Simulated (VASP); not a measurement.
Set up this calculation in VASP 6.6.1, as the native input.

| Item | Value |
| --- | --- |
| Task | electric field gradients |
| Functional | PBE |
| Potentials or basis | VASP PAW PBE potentials, release 64 (Ru_sv) |
| Cutoff | 420 eV |
| k mesh | 20 × 20 × 11 |
| Occupations | gaussian, width 0.025 eV |
| Spin | no spin polarisation |
| Dipole correction | no |
| Further INCAR settings | ALGO = Normal; EDIFF = 1e-08; NBANDS = 23 |

The structure of Ru lies in POSCAR:

```
Ru
1.0
    2.7058000000      0.0000000000      0.0000000000
   -1.3529000000      2.3432915376      0.0000000000
    0.0000000000      0.0000000000      4.2819000000
Ru
2
Direct
    0.3333333333      0.6666666667      0.2500000000
    0.6666666667      0.3333333333      0.7500000000
```

These files were run (other wordings do the same):

INCAR

```
SYSTEM = Ru
PREC = Accurate ; ENCUT = 420
EDIFF = 1E-8 ; ISMEAR = 0
SIGMA = 0.025 ; LREAL = .False.
LASPH = .True. ; NELM = 120
ALGO = Normal ; ISIF = 2
LWAVE = .False. ; LCHARG = .False.
GGA = PE ; LEFG = .True.
NBANDS = 23 ; GGA_COMPAT = .False.
```

KPOINTS

```
regular mesh
0
Gamma
  20 20 11
  0 0 0
```

Potentials or basis: VASP PAW PBE potentials, release 64 (Ru_sv).

Launch:

```bash
$ cat potpaw_PBE.64/Ru_sv/POTCAR > POTCAR
$ mpirun -np 1 vasp_std > vasp.out
```

Results of the run:

The pressure is 2.7 GPa and the band gap on the k mesh is zero (bands 16 and 17 overlap by 3.23 eV). The largest electric field gradient by atom is Ru -14.7 V/Å².

Caveat: without QUAD_EFG the Cq values of the log hold for a quadrupole moment of 1 mb, not for the nuclei.

Wall time 84 s on 1 thread of Intel(R) Xeon(R) Platinum 8259CL CPU @ 2.50GHz (Skylake/Cascade Lake) (shared host), peak memory 0.2 GiB.
